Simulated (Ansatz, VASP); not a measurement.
PbS: VASP beside Ansatz

Contents of POSCAR:

```
PbS
1.0
    0.0000000000      2.9946500000      2.9650000000
    2.9946500000      0.0000000000      2.9650000000
    2.9946500000      2.9946500000      0.0000000000
Pb S
1 1
Direct
    0.0000000000      0.0000000000      0.0000000000
    0.5000000000      0.5000000000      0.5000000000
```

The input INCAR.step1:

```
ALGO = Normal
EDIFF = 1E-4
ENCUT = 520
GGA = PE
ISMEAR = 0
LASPH = T
LCHARG = F
LREAL = F
LWAVE = T
NBANDS = 17
NELM = 80
PREC = Accurate
SIGMA = 0.05
```

File INCAR.step2:

```
ALGO = Normal
EDIFF = 1E-7
ENCUT = 520
ISIF = 2
ISMEAR = 0
ISTART = 1
LASPH = T
LCHARG = F
LMIXTAU = T
LREAL = F
LWAVE = F
METAGGA = R2SCAN
NBANDS = 17
NELM = 80
PREC = Accurate
SIGMA = 0.05
```

The input KPOINTS:

```
k-points
0
Gamma
  8 8 8
```

Input for Ansatz:

```yaml
crystal:
  lattice:
    - [0.0, 2.99465, 2.965]
    - [2.99465, 0.0, 2.965]
    - [2.99465, 2.99465, 0.0]
  atoms:
    - { symbol: Pb, position: [0.0, 0.0, 0.0] }
    - { symbol: S, position: [0.5, 0.5, 0.5] }
basis:
  ecutwfc: 500
kpoints:
  mp_grid: { grid: [8, 8, 8] }
hamiltonian:
  xc: r2scan
scf:
  occupations: { method: gaussian, width: 0.05 }
output:
  forces: true
  stress: true
  eigenvalues: true
```

Change from the starting cell: strain +0.0100 x Voigt [1, 1, 0, 0, 0, 0], atoms carried along.

Alike in both runs: task single point; functional r2SCAN; k mesh 8 × 8 × 8; occupations gaussian, width 0.05 eV; no spin polarisation.

|  | VASP | Ansatz |
| --- | --- | --- |
| version | VASP 6.6.1 | Ansatz 0.2.0 |
| potentials or method | VASP PAW PBE potentials, release 64 (Pb_d, S), cutoff 520 eV | scalar-relativistic, plane waves, PAW |
| valence electrons in the cell | 20 | 20 |

```tsv
	VASP	Ansatz	Ansatz less VASP
gap on the k mesh at the Fermi level (eV)	0.69	0.68	-0.010
least direct gap on the mesh (eV)	0.69	0.68	-0.010
pressure (GPa)	0.1	0.2	+0.02
traceless stress, the component that is largest in VASP (GPa)	0.83	0.83	-0.003
```

VASP's potentials were made for PBE, not for r2SCAN.

Neither program's run includes spin-orbit coupling.
